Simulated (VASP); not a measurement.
The system is Cd.

```
CELL_PARAMETERS angstrom
0.00000 2.21000 2.21000
2.21000 0.00000 2.21000
2.21000 2.21000 0.00000
ATOMIC_POSITIONS crystal
Cd 0.00000 0.00000 0.00000
```

This isn't the form of Cd at room conditions, which is hcp.

- Program: VASP 6.6.1
- Task: relaxation of cell and atoms
- Functional: LDA
- Potentials or basis: VASP PAW LDA potentials, release 64 (Cd_sv_GW)
- Cutoff: 630 eV
- k mesh: 8 × 8 × 8
- Occupations: gaussian, width 0.1 eV
- Spin: no spin polarisation

At the start: pressure -4.4 GPa; volume 21.59 Å³/atom.

Question: Where does the relaxation end?

Answer: Over 3 steps the energy falls by 22.2 meV/atom and the volume is 20.06 Å³/atom (-7.1 %); space group Fm-3m (No. 225, to 0.1 Å) before and after.

The path:
```tsv
step	energy change (eV)	largest force (eV/Å)	pressure (GPa)	volume (Å³)
1	0.0000	0.0000	-4.36	21.59
2	-0.0215	0.0000	0.96	19.80
3	-0.0222	0.0000	0.01	20.06
```

Final structure:
```xyz
1
Lattice="0.0000 2.1566 2.1566 2.1566 0.0000 2.1566 2.1566 2.1566 0.0000" Properties=species:S:1:pos:R:3 pbc="T T T"
Cd    0.0000    0.0000    0.0000
```
